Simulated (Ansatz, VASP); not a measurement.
# AlBiO4 in VASP and in Ansatz

```
Al Bi O
1.0
     3.65198    0.00000    0.00000
    -1.82599    3.16271    0.00000
     0.00000    0.00000    7.83333
Al Bi O
1 1 4
Cartesian
  0.0000 0.0000 0.0000
  0.0000 0.0000 3.9167
  0.0000 0.0000 6.0158
  0.0000 0.0000 1.8175
  0.0000 2.1085 0.0000
  1.8260 1.0542 0.0000
```

Alike in both runs: functional PBE; k mesh 6 × 6 × 4; occupations gaussian, width 0.1 eV; no spin polarisation.

Ansatz relaxed the structure, and its values are those at the end. VASP's run is a single point on that final structure, the one shown.

|  | VASP | Ansatz |
| --- | --- | --- |
| version | VASP 6.6.1 | Ansatz 0.2.0 |
| potentials or method | VASP PAW PBE potentials, release 64 (Al, Bi_d, O), cutoff 520 eV | scalar-relativistic, plane waves, PAW |
| valence electrons in the cell | 42 | 42 |

```csv
,VASP,Ansatz,Ansatz less VASP
gap on the k mesh at the Fermi level (eV),none,none,-
pressure (GPa),0.0,0.0,0.00
rms of the force components (eV/Å),0.020,0.002,-0.0186
```

A gap of «none» marks a metal or a gap that the smearing closes. The functional is the same, so the differences come from potentials, cutoffs and numerics.

Spin-orbit coupling is off throughout.
